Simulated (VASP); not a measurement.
Br:

```
CELL_PARAMETERS angstrom
3.49683 -2.07363 0.00000
3.49683 2.07363 0.00000
0.00000 0.00000 8.57524
ATOMIC_POSITIONS crystal
Br 0.84878 0.15122 0.11909
Br 0.65122 0.34878 0.61909
Br 0.15122 0.84878 0.88091
Br 0.34878 0.65122 0.38091
```

Base run:

| Item | Value |
| --- | --- |
| Program | VASP 6.6.1 |
| Functional | r2SCAN |
| Potentials or basis | VASP PAW PBE potentials, release 64 (Br) |
| Cutoff | 520 eV |
| k mesh | 8 × 8 × 4 |
| Occupations | gaussian, width 0.02 eV |
| Spin | no spin polarisation |

Its results: band gap on the k mesh 1.56 eV (least direct gap 1.61 eV); pressure 0.3 GPa; largest force 0.299 eV/Å.

Task: The run is repeated on the same cell with these changes: functional from r2SCAN to LDA; potentials or basis from VASP PAW PBE potentials, release 64 (Br) to VASP PAW LDA potentials, release 64 (Br). What comes out?

Result: Band gap on the k mesh 1.19 eV (least direct gap 1.25 eV); pressure -2.1 GPa; largest force 0.056 eV/Å.

Caveats: the PAW data sets were made with another functional, which shifts forces and pressure a little (at least some runs).

A k mesh can miss the band edges.
